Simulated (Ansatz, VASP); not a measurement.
**Two plane-wave programs on Si4N**

The input INCAR:

```
SYSTEM = Si4N
  PREC = Accurate
  ENCUT = 520
  EDIFF = 1E-7
  ISMEAR = 0
  SIGMA = 0.1
  LREAL = .False.
  LASPH = .True.
  NELM = 60
  ALGO = Normal
  ISIF = 2
  LWAVE = .False.
  LCHARG = .True.
  GGA = PE
  LELF = .True.
  LVHAR = .True.
  NBANDS = 18
```

Contents of KPOINTS:

```
regular mesh
0
Gamma
  6 6 6
  0 0 0
```

File POSCAR:

```
Si4N
1.0
   -1.6906005700      2.8075942200      3.2390675200
    1.6906005700     -2.8075942200      3.2390675200
    1.6906005700      2.8075942200     -3.2390675200
Si N
4 1
Direct
    0.5380028500      0.3421335800      0.1958692700
    0.1462643100      0.3421335800      0.8041307300
    0.8537356900      0.6578664200      0.1958692700
    0.4619971500      0.6578664200      0.8041307300
    0.0000000000      0.0000000000      0.0000000000
```

Input for Ansatz:

```yaml
crystal:
  lattice:
    - [-1.69060057, 2.80759422, 3.23906752]
    - [1.69060057, -2.80759422, 3.23906752]
    - [1.69060057, 2.80759422, -3.23906752]
  atoms:
    - { symbol: Si, position: [0.53800285, 0.34213358, 0.19586927] }
    - { symbol: Si, position: [0.14626431, 0.34213358, 0.80413073] }
    - { symbol: Si, position: [0.85373569, 0.65786642, 0.19586927] }
    - { symbol: Si, position: [0.46199715, 0.65786642, 0.80413073] }
    - { symbol: "N", position: [0.0, 0.0, 0.0] }
basis:
  ecutwfc: 420
kpoints:
  mp_grid: { grid: [6, 6, 6] }
hamiltonian:
  xc: pbe
scf:
  occupations: { method: gaussian, width: 0.1 }
  lower_state_search: "off"
output:
  forces: true
  stress: true
  eigenvalues: true
```

Change from the starting cell: species swapped into the CrB4 type (Immm, No. 71).

Alike in both runs: task single point; functional PBE; k mesh 6 × 6 × 6; occupations gaussian, width 0.1 eV; no spin polarisation.

```csv
,VASP,Ansatz
version,VASP 6.6.1,Ansatz 0.2.0
potentials or method,"VASP PAW PBE potentials, release 64 (Si, N), cutoff 520 eV","scalar-relativistic, plane waves, PAW"
valence electrons in the cell,21,21
```

VASP gave:

```
gap on the k mesh at the Fermi level (eV) : none
rms of the force components (eV/Å)        : 1.647
```

Q: Which values does Ansatz return?

A: gap on the k mesh at the Fermi level (eV): none; rms of the force components (eV/Å): 1.654.

Atom by atom the forces differ by 0.007 eV/Å (rms over components). A gap of «none» marks a metal or a gap that the smearing closes.

The k mesh is coarse, so the values compare programs but aren't converged.
